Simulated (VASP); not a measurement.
A run of VASP 6.6.1:

The input INCAR:

```
SYSTEM = BP
PREC = Accurate ; ENCUT = 520
EDIFF = 1E-6 ; ISMEAR = 0
SIGMA = 0.01 ; LREAL = .FALSE.
LASPH = .TRUE. ; NELM = 60
ALGO = Normal ; ISIF = 2
LWAVE = .FALSE. ; LCHARG = .FALSE.
GGA = PE ; NBANDS = 11
```

Contents of KPOINTS:

```
Automatic mesh
0
G
  10 10 10
  0 0 0
```

POSCAR

```
BP
1.0
    0.0000000000      2.2741906125      2.2741906125
    2.2741906125      0.0000000000      2.2741906125
    2.2741906125      2.2741906125      0.0000000000
B P
1 1
Direct
    0.0000000000      0.0000000000      0.0000000000
    0.2500000000      0.2500000000      0.2500000000
```

Potentials or basis: VASP PAW PBE potentials, release 64 (B, P).

Run with:

```bash
$ cat potpaw_PBE.64/B/POTCAR potpaw_PBE.64/P/POTCAR > POTCAR
$ mpirun -np 1 vasp_std > vasp.out
```

Hardware: 1 thread of Intel(R) Xeon(R) Platinum 8259CL CPU @ 2.50GHz (Skylake/Cascade Lake), with other jobs on the host.

Q: How long does it take, and how much memory?

A: It took 6.6 s on 1 thread of Intel(R) Xeon(R) Platinum 8259CL CPU @ 2.50GHz (Skylake/Cascade Lake), with other jobs on the host, peak memory 0.13 GiB. Counts: scf iterations 13, k points 47.
